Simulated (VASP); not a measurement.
# Sn2SeO (R-3m) in VASP: single point with PBE+D3(BJ)

Aim: the single point of Sn2SeO with PBE+D3(BJ).

All numbers are computed with VASP 6.6.1; they aren't measurements. Logs are shortened: lines on timing, memory, paths and dates and some standing lists are left out, and cuts for length are marked.

### Step 1. The cell of the first run

The structure is trigonal, space group R-3m (No. 166). Conventional cell: a = 3.913 Å, b = 3.913 Å, c = 18.860 Å, α = 90.00°, β = 90.00°, γ = 120.00°. Within 3.4 Å of Sn (site symmetry 3m) lie 3 O at 2.59 Å and 3 Se at 2.94 Å and 3 Sn at 3.39 Å. Within 4.0 Å of Se (site symmetry -3m) lie 6 Sn at 2.94 Å and 6 O at 3.87 Å and 6 Se at 3.91 Å. Within 3.4 Å of O (site symmetry -3m) lie 6 Sn at 2.59 Å.

### Step 2. Single point, PBE+D3(BJ)

Input file INCAR:

```
SYSTEM = Sn2SeO
ALGO = Normal ; EDIFF = 1E-6
ENCUT = 520 ; GGA = PE
ISIF = 2 ; ISMEAR = 0
IVDW = 12 ; LASPH = .True.
LCHARG = .False. ; LREAL = .False.
LWAVE = .False. ; NBANDS = 28
NELM = 100 ; PREC = Accurate
SIGMA = 0.1
```

Input file KPOINTS:

```
k-points
0
Gamma
  12 12 12
  0 0 0
```

Input file POSCAR:

```
Sn2SeO
1.0
    1.9566032812      1.1296454311      6.2866807643
   -1.9566032812      1.1296454311      6.2866807643
    0.0000000000     -2.2592908621      6.2866807643
Sn Se O
2 1 1
Direct
    0.2662867076      0.2662867076      0.2662867076
    0.7337132924      0.7337132924      0.7337132924
    0.5000000000      0.5000000000      0.5000000000
    0.0000000000      0.0000000000      0.0000000000
```

Potentials or basis: VASP PAW PBE potentials, release 64 (Sn_d, Se, O).

Started as:

```bash
$ cat potpaw_PBE.64/Sn_d/POTCAR potpaw_PBE.64/Se/POTCAR potpaw_PBE.64/O/POTCAR > POTCAR
$ mpirun -np 1 vasp_std > vasp.out
```

OUTCAR:

```text
SYSTEM = Sn2SeO
   EDIFF = 1E-6
   ENCUT = 520
   GGA = PE
   ISIF = 2
   ISMEAR = 0
   IVDW = 12
   LASPH = .True.
   LREAL = .False.
   NELM = 100
   PREC = Accurate
 IVDW          = 12

 ion  position               nearest neighbor table
   1  0.266  0.266  0.266-   4 2.59   4 2.59   4 2.59   3 2.94   3 2.94   3 2.94   2 3.39   2 3.39
                             2 3.39
   2  0.734  0.734  0.734-   4 2.59   4 2.59   4 2.59   3 2.94   3 2.94   3 2.94   1 3.39   1 3.39
                             1 3.39
   3  0.500  0.500  0.500-   1 2.94   2 2.94   1 2.94   1 2.94   2 2.94   2 2.94
   4  0.000  0.000  0.000-   2 2.59   1 2.59   2 2.59   2 2.59   1 2.59   1 2.59

  LATTYP: Found a trigonal (rhomboedric) cell.
 ALAT       =     6.6803256082
 COS(alpha) =     0.8284304199

  Lattice vectors:

 A1 = (   1.9566032812,   1.1296454311,   6.2866807643)
 A2 = (  -1.9566032812,   1.1296454311,   6.2866807643)
 A3 = (   0.0000000000,  -2.2592908621,   6.2866807643)

Analysis of symmetry for initial positions (statically):
=====================================================================
 Subroutine PRICEL returns:
 Original cell was already a primitive cell.

 Routine SETGRP: Setting up the symmetry group for a
 trigonal (rhombohedral) supercell.

 Subroutine GETGRP returns: Found 12 space group operations
 (whereof 12 operations were pure point group operations)
 out of a pool of 12 trial point group operations.

The static configuration has the point symmetry D_3d.

Analysis of symmetry for dynamics (positions and initial velocities):
=====================================================================
 Subroutine PRICEL returns:
 Original cell was already a primitive cell.

 Routine SETGRP: Setting up the symmetry group for a
 trigonal (rhombohedral) supercell.

 Subroutine GETGRP returns: Found 12 space group operations
 (whereof 12 operations were pure point group operations)
 out of a pool of 12 trial point group operations.

The dynamic configuration has the point symmetry D_3d.

 Subroutine INISYM returns: Found 12 space group operations
 (whereof 12 operations are pure point group operations),
 and found     1 'primitive' translations

----------------------------------------------------------------------------------------

                                     Primitive cell

  volume of cell :      83.3715

  direct lattice vectors                    reciprocal lattice vectors
     1.956603281  1.129645431  6.286680764     0.255544905  0.147538920  0.053022150
    -1.956603281  1.129645431  6.286680764    -0.255544905  0.147538920  0.053022150
[... 92 lines left out ...]
   NSW    =      0    number of steps for IOM
   IBRION =     -1    ionic relax: 0-MD 1-quasi-New 2-CG
   NFREE  =      0    steps in history (QN), initial steepest desc. (CG)
   ISIF   =      2    stress and relaxation
   ISYM   =      2    0-nonsym 1-usesym 2-fastsym
   POTIM  = 0.5000    time-step for ionic-motion
   TEBEG  =    0.0;   TEEND  =   0.0 temperature during run
   PSTRESS=    0.0 pullay stress
   NELECT =      40.0000    total number of electrons
   NUPDOWN=      -1.0000    fix difference up-down
   EMIN   =  10.00;   EMAX   =-10.00  energy-range for DOS
   EFERMI =   0.00;   METHOD = LEGACY
   ISMEAR =     0;   SIGMA  =   0.10  broadening in eV -4-tet -1-fermi 0-gaus
   EFERMI_NEDOS =   21; number of points for ismear=-14 and -15
   IALGO  =     38    algorithm
   IMIX   =      4    mixing-type and parameters
     AMIX     =   0.40;   BMIX     =  1.00
     AMIX_MAG =   1.60;   BMIX_MAG =  1.00
  volume/ion in A,a.u.               =      20.84       140.65
  Fermi-wavevector in a.u.,A,eV,Ry     =   1.281609  2.421890 22.347872  1.642522
  Thomas-Fermi vector in A             =   2.413969
   LORBIT       =      0    0 simple, 1 ext, 2 COOP (PROOUT), +10 PAW based schemes
   GGA     = PE    functional components
   LHFCALC =     F    Hartree Fock is set to
   AEXX    =    0.0000 exact exchange contribution
   IVDW    =    12    specifies the selected vdW correction
   LEPSILON=     F    determine dielectric tensor
   LRPA    =     F    only Hartree local field effects (RPA)
 non-spin polarized calculation
 Gauss-broadening in eV      SIGMA  =   0.10
  energy-cutoff  :      520.00
  volume of cell :       83.37
 maximum number of plane-waves:      2274
 NGX is ok and might be reduce to    50
   NGX = 25   NGY = 25   NGZ = 25

 number of electron      40.0000006 magnetization

 Free energy of the ion-electron system (eV)
  ---------------------------------------------------
  ext. energy  EPLUGINS =         0.00000000
  ---------------------------------------------------
  free energy    TOTEN  =       -18.41344665 eV

  energy without entropy =      -18.41179048  energy(sigma->0) =      -18.41261856

 E-fermi :   7.0895     XC(G=0): -10.3134

 val. band max:        7.0890965199   @ k =  -0.3333  -0.4167   0.1667
 cond. band min:       7.1022339647   @ k =   0.0833   0.0833   0.0000
 fundamental gap:      0.0131374448
 Fermi energy:         7.0894897336

 k-point     1 :       0.0000    0.0000    0.0000
  band No.  band energies     occupation
      1     -14.7392      2.00000
      2     -14.7392      2.00000
      3     -14.7201      2.00000
      4     -14.7188      2.00000
      5     -14.7188      2.00000
      6     -14.6986      2.00000
[... 733 lines left out ...]
     27      14.0570      0.00000
     28      15.7733      0.00000

 [... further k-points ...]

------------------------ aborting loop because EDIFF is reached ----------------------------------------

 Edisp (eV)   -1.26495

 E8    (eV) :    -0.5614

  FORCE on cell =-STRESS in cart. coord.  units (eV):
  Direction    XX          YY          ZZ          XY          YZ          ZX
  --------------------------------------------------------------------------------------
  -------------------------------------------------------------------------------------
  Total       0.00890     0.00890     0.02341     0.00000     0.00000     0.00000
  in kB       0.17109     0.17109     0.44983     0.00000     0.00000     0.00000
  external pressure =        0.26 kB  Pullay stress =        0.00 kB

 VOLUME and BASIS-vectors are now :
 -----------------------------------------------------------------------------
  energy-cutoff  :      520.00
  volume of cell :       83.37
      direct lattice vectors                 reciprocal lattice vectors
     1.956603281  1.129645431  6.286680764     0.255544905  0.147538920  0.053022150
    -1.956603281  1.129645431  6.286680764    -0.255544905  0.147538920  0.053022150
     0.000000000 -2.259290862  6.286680764     0.000000000 -0.295077840  0.053022150

 POSITION                                       TOTAL-FORCE (eV/Angst)
 -----------------------------------------------------------------------------------
      0.00000      0.00000      5.02218         0.000000     -0.000000     -0.001783
      0.00000      0.00000     13.83786         0.000000      0.000000      0.001783
      0.00000      0.00000      9.43002         0.000000     -0.000000      0.000000
      0.00000      0.00000      0.00000        -0.000000     -0.000000     -0.000000
 -----------------------------------------------------------------------------------
    total drift:                                0.000000      0.000000      0.000000

  FREE ENERGIE OF THE ION-ELECTRON SYSTEM (eV)
  ---------------------------------------------------
  free  energy   TOTEN  =       -19.6783967365 eV

  energy  without entropy=      -19.6767405655  energy(sigma->0) =      -19.67756865
```

OSZICAR:

```text
N       E                     dE             d eps       ncg     rms          rms(c)
DAV:   1     0.375497272055E+03    0.37550E+03   -0.19488E+04 10932   0.201E+03
DAV:   2     0.332562105577E+02   -0.34224E+03   -0.33118E+03 10800   0.509E+02
DAV:   3    -0.182162665199E+02   -0.51472E+02   -0.50030E+02 12592   0.162E+02
DAV:   4    -0.206920017628E+02   -0.24757E+01   -0.24612E+01 11920   0.372E+01
DAV:   5    -0.207487549373E+02   -0.56753E-01   -0.56744E-01 12188   0.622E+00    0.937E+00
DAV:   6    -0.190046616626E+02    0.17441E+01   -0.15389E+01 15936   0.366E+01    0.731E+00
DAV:   7    -0.184141216526E+02    0.59054E+00   -0.59769E+00 12024   0.992E+00    0.232E+00
DAV:   8    -0.184197768103E+02   -0.56552E-02   -0.57964E-01 10940   0.357E+00    0.110E+00
DAV:   9    -0.184142328673E+02    0.55439E-02   -0.62542E-02 15996   0.138E+00    0.446E-01
DAV:  10    -0.184132768449E+02    0.95602E-03   -0.21129E-02 13064   0.794E-01    0.112E-01
DAV:  11    -0.184134265528E+02   -0.14971E-03   -0.14552E-03 11440   0.200E-01    0.348E-02
DAV:  12    -0.184134463979E+02   -0.19845E-04   -0.15436E-04 12024   0.745E-02    0.102E-02
DAV:  13    -0.184134470315E+02   -0.63364E-06   -0.27899E-05 11928   0.290E-02    0.581E-03
DAV:  14    -0.184134466486E+02    0.38296E-06   -0.12395E-06  7608   0.694E-03
   1 F= -.19678397E+02 E0= -.19677569E+02  d E =-.165617E-02
```

stdout:

```text
POSCAR found type information on POSCAR SnSeO
 POSCAR found :  3 types and       4 ions
 scaLAPACK will be used
 LDA part: xc-table for (Slater+PW92), standard interpolation
 POSCAR, INCAR and KPOINTS ok, starting setup
 FFT: planning ... GRIDC
 FFT: planning ... GRID_SOFT
 FFT: planning ... GRID
 WAVECAR not read
 entering main loop
```

It took 31 min on 1 thread of Intel Xeon 8259CL, shared host; peak memory 0.66 GiB.

Results:

| Property | Result |
| --- | --- |
| Free energy | -19.6784 eV |
| Pressure | 0.0 GPa |
| Band gap on the k mesh | zero (bands 20 and 21 overlap by 0.22 eV) |
| Dispersion energy per atom | -0.316 eV |

Levels at points of the mesh, in eV from the Fermi level:
```
           k point  band 18  band 19  band 20  band 21  band 22  band 23
(0.00, 0.00, 0.00)    -1.73    -1.73     0.02     0.94     2.07     2.07
(0.50, 0.00, 0.00)    -2.80    -2.30    -2.18     1.60     2.54     2.56
(0.50, 0.50, 0.00)    -2.65    -2.34    -0.72     0.28     2.49     2.51
(0.50, 0.50, 0.50)    -1.81    -1.81    -1.27     3.06     3.12     3.21
```

Caveat: semilocal functionals underestimate gaps, and a narrow one can read as zero; spin-orbit coupling is left out, which moves the levels of the heavy elements.
